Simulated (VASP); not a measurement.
Write the native input for VASP 6.6.1 that does the following.

```yaml
Task: single point
Functional: PBE
Potentials_or_basis: VASP PAW PBE potentials, release 64 (Cu, O)
Cutoff: 520 eV
k_mesh: 8 × 8 × 8
Occupations: gaussian, width 0.1 eV
Spin: no spin polarisation
Dipole_correction: no
Further_INCAR_settings: ALGO = Normal; EDIFF = 1e-07; NBANDS = 44
```

The structure of CuO lies in POSCAR:

```
CuO
1.0
    4.0982244344      0.0000000000      0.0000000000
    0.0000000000      4.1009539078      0.0000000000
    0.0000000000      0.0000000000      5.3573125929
Cu O
4 4
Direct
    0.2500000000      0.2500000000      0.5000000000
    0.2500000000      0.7500000000      0.0000000000
    0.7500000000      0.7500000000      0.5000000000
    0.7500000000      0.2500000000      0.0000000000
    0.5000000000      0.0000000000      0.7500000000
    0.5000000000      0.0000000000      0.2500000000
    0.0000000000      0.5000000000      0.7500000000
    0.0000000000      0.5000000000      0.2500000000
```

This cell differs from its parent crystal: uniaxial strain along c: +4.0 %, then relaxed in part.

The input as run:

INCAR

```
PREC     = Accurate       # precision mode
ENCUT    = 520            # plane-wave cutoff, eV
EDIFF    = 1E-7           # SCF threshold, eV
ISMEAR   = 0              # smearing method
SIGMA    = 0.1            # smearing width, eV
LREAL    = False          # projectors in reciprocal space
LASPH    = True           # aspherical terms in the spheres
NELM     = 80             # most SCF steps
ALGO     = Normal         # electronic algorithm
ISIF     = 2              # what is computed and relaxed
LWAVE    = False          # write WAVECAR
LCHARG   = False          # write CHGCAR
GGA      = PE             # functional
NBANDS   = 44             # bands
```

KPOINTS

```
Automatic mesh
0
Gamma
  8 8 8
```

Potentials or basis: VASP PAW PBE potentials, release 64 (Cu, O).

The run is started by

```bash
$ cat potpaw_PBE.64/Cu/POTCAR potpaw_PBE.64/O/POTCAR > POTCAR
$ mpirun -np 1 vasp_std > vasp.out
```

Results of the run:

```json
{
 "Pressure": "-2.3 GPa",
 "Band gap on the k mesh": "zero (band 34 reaches 5.23 eV, above the bottom of band 35 at 4.17 eV)"
}
```

Caveat: the cell differs from its parent crystal (uniaxial strain along c: +4.0 %, then relaxed in part); semilocal functionals often make such compounds metallic where correlation or magnetic order opens a gap, which also shifts bond lengths.

Wall time 4.2 min on 1 thread of AMD EPYC 9R45 96-Core Processor (Zen 5), on a shared host, peak memory 0.42 GiB.
